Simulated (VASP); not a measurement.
# Al2O3 (P-3m1) in VASP: notebook, part 3 of 3

VASP 6.6.1.

### Step 5. Single point, PBE+D4

This run uses another cell than the first one, of 11.51 Å³/atom, 0.981 times its volume.

Contents of INCAR:

```
SYSTEM = Al2O3
PREC = Accurate ; ENCUT = 520
EDIFF = 1E-6 ; ISMEAR = -1
SIGMA = 0.05 ; LREAL = .False.
LASPH = .True. ; NELM = 60
ALGO = Normal ; ISIF = 2
LWAVE = .False. ; LCHARG = .False.
GGA = PE ; IVDW = 13
NBANDS = 20
```

Contents of KPOINTS:

```
regular mesh
0
Gamma
  7 7 3
  0 0 0
```

Contents of POSCAR:

```
Al2O3
1.0
    2.9943676133      0.0000000000      0.0000000000
   -1.4971838066      2.5931984214      0.0000000000
    0.0000000000      0.0000000000      7.4111022602
Al O
2 3
Direct
    0.0000000000      0.0000000000      0.7257013027
    0.0000000000      0.0000000000      0.2742986973
    0.0000000000      0.0000000000      0.5000000000
    0.6666666667      0.3333333333      0.8059843049
    0.3333333333      0.6666666667      0.1940156951
```

Potentials or basis: VASP PAW PBE potentials, release 64 (Al, O).

The run is started by

```
$ cat potpaw_PBE.64/Al/POTCAR potpaw_PBE.64/O/POTCAR > POTCAR
$ mpirun -np 1 vasp_std > vasp.out
```

OUTCAR:

```text
SYSTEM = Al2O3
   PREC = Accurate
   ENCUT = 520
   EDIFF = 1E-6
   ISMEAR = -1
   LREAL = .False.
   LASPH = .True.
   NELM = 60
   ISIF = 2
   GGA = PE
   IVDW = 13

 ion  position               nearest neighbor table
   1  0.000  0.000  0.726-   3 1.67   4 1.83   4 1.83   4 1.83   2 3.35
   2  0.000  0.000  0.274-   3 1.67   5 1.83   5 1.83   5 1.83   1 3.35
   3  0.000  0.000  0.500-   1 1.67   2 1.67
   4  0.667  0.333  0.806-   1 1.83   1 1.83   1 1.83
   5  0.333  0.667  0.194-   2 1.83   2 1.83   2 1.83

  LATTYP: Found a hexagonal cell.
 ALAT       =     2.9943676133
 C/A-ratio  =     2.4750141657

  Lattice vectors:

 A1 = (   2.9943676133,   0.0000000000,   0.0000000000)
 A2 = (  -1.4971838066,   2.5931984214,   0.0000000000)
 A3 = (   0.0000000000,   0.0000000000,   7.4111022602)

Analysis of symmetry for initial positions (statically):
=====================================================================
 Subroutine PRICEL returns:
 Original cell was already a primitive cell.

 Routine SETGRP: Setting up the symmetry group for a
 hexagonal supercell.

 Subroutine GETGRP returns: Found 12 space group operations
 (whereof 12 operations were pure point group operations)
 out of a pool of 24 trial point group operations.

The static configuration has the point symmetry D_3d.

Analysis of symmetry for dynamics (positions and initial velocities):
=====================================================================
 Subroutine PRICEL returns:
 Original cell was already a primitive cell.

 Routine SETGRP: Setting up the symmetry group for a
 hexagonal supercell.

 Subroutine GETGRP returns: Found 12 space group operations
 (whereof 12 operations were pure point group operations)
 out of a pool of 24 trial point group operations.
[... 118 lines left out ...]
   EFERMI_NEDOS =   21; number of points for ismear=-14 and -15
   IALGO  =     38    algorithm
   IMIX   =      4    mixing-type and parameters
     AMIX     =   0.40;   BMIX     =  1.00
     AMIX_MAG =   1.60;   BMIX_MAG =  1.00
  volume/ion in A,a.u.               =      11.51        77.67
  Fermi-wavevector in a.u.,A,eV,Ry     =   1.223125  2.311370 20.354774  1.496034
  Thomas-Fermi vector in A             =   2.358247
   LORBIT       =      0    0 simple, 1 ext, 2 COOP (PROOUT), +10 PAW based schemes
   GGA     = PE    functional components
   LHFCALC =     F    Hartree Fock is set to
   AEXX    =    0.0000 exact exchange contribution
   IVDW    =    13    specifies the selected vdW correction
   LEPSILON=     F    determine dielectric tensor
   LRPA    =     F    only Hartree local field effects (RPA)
 non-spin polarized calculation
  energy-cutoff  :      520.00
  volume of cell :       57.55
 maximum number of plane-waves:      1570
 NGX is ok and might be reduce to    24
   NGX = 11   NGY = 11   NGZ = 27

 number of electron      24.0000010 magnetization

 Free energy of the ion-electron system (eV)
  ---------------------------------------------------
  ext. energy  EPLUGINS =         0.00000000
  ---------------------------------------------------
  free energy    TOTEN  =       -36.16810188 eV

  energy without entropy =      -36.16810188  energy(sigma->0) =      -36.16810188

 E-fermi :   5.2729     XC(G=0):  -9.9037

 val. band max:        4.1935013806   @ k =   0.0000   0.0000   0.0000
 cond. band min:       6.6178500955   @ k =   0.0000   0.0000   0.0000
 fundamental gap:      2.4243487149
 Fermi energy:         5.2729330530

 k-point     1 :       0.0000    0.0000    0.0000
  band No.  band energies     occupation
      1     -15.5668      2.00000
      2     -15.3386      2.00000
      3     -12.7511      2.00000
      4      -1.7140      2.00000
      5      -0.4621      2.00000
      6       0.4175      2.00000
[... 449 lines left out ...]
     19      15.6065      0.00000
     20      16.2368      0.00000

------------------------ aborting loop because EDIFF is reached ----------------------------------------

  DFT-D4 for vdW energy calculation

  Edisp (eV):   -1.04154

  FORCE on cell =-STRESS in cart. coord.  units (eV):
  Direction    XX          YY          ZZ          XY          YZ          ZX
  --------------------------------------------------------------------------------------
  -------------------------------------------------------------------------------------
  Total      -0.03474    -0.03474     0.07114    -0.00000     0.00000     0.00000
  in kB      -0.96707    -0.96707     1.98074    -0.00000     0.00000     0.00000
  external pressure =        0.02 kB  Pullay stress =        0.00 kB

 VOLUME and BASIS-vectors are now :
 -----------------------------------------------------------------------------
  energy-cutoff  :      520.00
  volume of cell :       57.55
      direct lattice vectors                 reciprocal lattice vectors
     2.994367613  0.000000000  0.000000000     0.333960331  0.192812087  0.000000000
    -1.497183807  2.593198421  0.000000000     0.000000000  0.385624174  0.000000000
     0.000000000  0.000000000  7.411102260     0.000000000  0.000000000  0.134932695

 POSITION                                       TOTAL-FORCE (eV/Angst)
 -----------------------------------------------------------------------------------
      0.00000      0.00000      5.37825        -0.000000     -0.000000      0.050252
      0.00000      0.00000      2.03286         0.000000      0.000000     -0.050252
      0.00000      0.00000      3.70555        -0.000000      0.000000     -0.000000
      1.49718      0.86440      5.97323         0.000000      0.000000     -0.007992
     -0.00000      1.72880      1.43787        -0.000000     -0.000000      0.007992
 -----------------------------------------------------------------------------------
    total drift:                                0.000000      0.000000     -0.000000

  FREE ENERGIE OF THE ION-ELECTRON SYSTEM (eV)
  ---------------------------------------------------
  free  energy   TOTEN  =       -37.2096448008 eV

  energy  without entropy=      -37.2096448007  energy(sigma->0) =      -37.20964480
```

OSZICAR:

```text
N       E                     dE             d eps       ncg     rms          rms(c)
DAV:   1     0.997285920681E+02    0.99729E+02   -0.12585E+04   800   0.110E+03
DAV:   2    -0.350420166597E+02   -0.13477E+03   -0.13089E+03   972   0.241E+02
DAV:   3    -0.416969528296E+02   -0.66549E+01   -0.66334E+01  1032   0.556E+01
DAV:   4    -0.417446331770E+02   -0.47680E-01   -0.47671E-01  1008   0.526E+00
DAV:   5    -0.417451959835E+02   -0.56281E-03   -0.56280E-03  1004   0.553E-01    0.139E+01
DAV:   6    -0.362666884954E+02    0.54785E+01   -0.18022E+01   884   0.292E+01    0.517E+00
DAV:   7    -0.362158218365E+02    0.50867E-01   -0.59709E-01   944   0.531E+00    0.273E+00
DAV:   8    -0.361704895374E+02    0.45332E-01   -0.85358E-02  1032   0.266E+00    0.906E-01
DAV:   9    -0.361664790092E+02    0.40105E-02   -0.37040E-02  1092   0.176E+00    0.225E-01
DAV:  10    -0.361677759914E+02   -0.12970E-02   -0.53401E-03   920   0.522E-01    0.153E-01
DAV:  11    -0.361681119239E+02   -0.33593E-03   -0.11140E-03   908   0.220E-01    0.363E-02
DAV:  12    -0.361680966494E+02    0.15274E-04   -0.11801E-04  1104   0.929E-02    0.111E-02
DAV:  13    -0.361681013833E+02   -0.47339E-05   -0.27355E-05   916   0.391E-02    0.622E-03
DAV:  14    -0.361681018764E+02   -0.49310E-06   -0.17707E-06   868   0.112E-02
   1 F= -.37209645E+02 E0= -.37209645E+02  d E =-.572320E-10
```

stdout:

```text
POSCAR found type information on POSCAR AlO
 POSCAR found :  2 types and       5 ions
 scaLAPACK will be used
 LDA part: xc-table for (Slater+PW92), standard interpolation
 POSCAR, INCAR and KPOINTS ok, starting setup
 FFT: planning ... GRIDC
 FFT: planning ... GRID_SOFT
 FFT: planning ... GRID
 WAVECAR not read
 entering main loop
```

It took 9.5 s on 1 thread of Intel Xeon 6975P-C (Granite Rapids), shared host; peak memory 0.17 GiB.

Results:

```
Free energy                : -37.2096 eV
Pressure                   : 0.0 GPa
Largest force              : 0.050 eV/Å
Band gap on the k mesh     : 2.42 eV, direct
Dispersion energy per atom : -0.208 eV
```

Forces in eV/Å, atoms in the order of the input:
```
Al   0.000  0.000  0.050
Al   0.000  0.000 -0.050
O    0.000  0.000  0.000
O    0.000  0.000 -0.008
O    0.000  0.000  0.008
```

Stress tensor (GPa, compression positive):
```
-0.10  0.00  0.00
 0.00 -0.10  0.00
 0.00  0.00  0.20
```

PBE gaps usually lie below the measured ones, often by a third to a half.

### Step 6. The runs side by side

```csv
level,cell,k mesh,gap on the mesh (eV),pressure (GPa),largest force (eV/Å)
r2SCAN,"a = 2.986, b = 2.986, c = 7.600 Å, angles 90.0, 90.0, 120.0°, 5 atoms",10 × 10 × 4,3.14,0.0,0.09
revPBE+D4,"a = 2.988, b = 2.988, c = 7.251 Å, angles 90.0, 90.0, 120.0°, 5 atoms",10 × 10 × 4,2.56,-0.4,0.03
BLYP+D3(BJ),"a = 2.997, b = 2.997, c = 7.226 Å, angles 90.0, 90.0, 120.0°, 5 atoms",10 × 10 × 4,2.61,0.8,0.11
PBE+D4,"a = 2.994, b = 2.994, c = 7.411 Å, angles 90.0, 90.0, 120.0°, 5 atoms",7 × 7 × 3,2.42,0.0,0.05
```

Alike in all rows: task single point; potentials or basis VASP PAW PBE potentials, release 64 (Al, O); no spin polarisation; cutoff (eV) 520; smearing fermi-dirac 0.05 eV.

Caveats: the PAW data sets were made with another functional, which shifts forces and pressure a little (some runs).

Absolute energies hang on the potentials; compare differences alone.
